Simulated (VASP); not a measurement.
Here is a VASP 6.6.1 calculation.

The input INCAR:

```
SYSTEM = CdP
PREC = Accurate
ENCUT = 600
EDIFF = 1E-6
ISMEAR = 0
SIGMA = 0.1
LREAL = .False.
LASPH = .True.
NELM = 80
ALGO = Normal
ISIF = 3
LWAVE = .False.
LCHARG = .False.
GGA = PE
IBRION = 2
NSW = 90
EDIFFG = -0.04
```

The input KPOINTS:

```
regular mesh
0
Gamma
  6 6 6
  0 0 0
```

File POSCAR:

```
CdP
1.0
    1.8268540934     -7.3352893597      0.0000000000
    1.8268540934      7.3352893597      0.0000000000
    0.0000000000      0.0000000000      3.1533903989
Cd P
2 2
Direct
    0.8214359816      0.1785640184      0.7500000000
    0.1785640184      0.8214359816      0.2500000000
    0.5516804083      0.4483195917      0.7500000000
    0.4483195917      0.5516804083      0.2500000000
```

Potentials or basis: VASP PAW PBE potentials, release 64 (Cd, P).

Launch:

```console
$ cat potpaw_PBE.64/Cd/POTCAR potpaw_PBE.64/P/POTCAR > POTCAR
$ mpirun -np 1 vasp_std > vasp.out
```

(1) What does it give for the space group after relaxing (to 0.1 Å)?

(2) Estimate the relaxed volume.

(3) What does it give for the relaxed cell?

## Answers

(1) Cmcm (No. 63).

(2) 21.49 Å³/atom.

(3) a = 7.706 Å, b = 7.706 Å, c = 3.184 Å, α = 90.00°, β = 90.00°, γ = 152.97°.
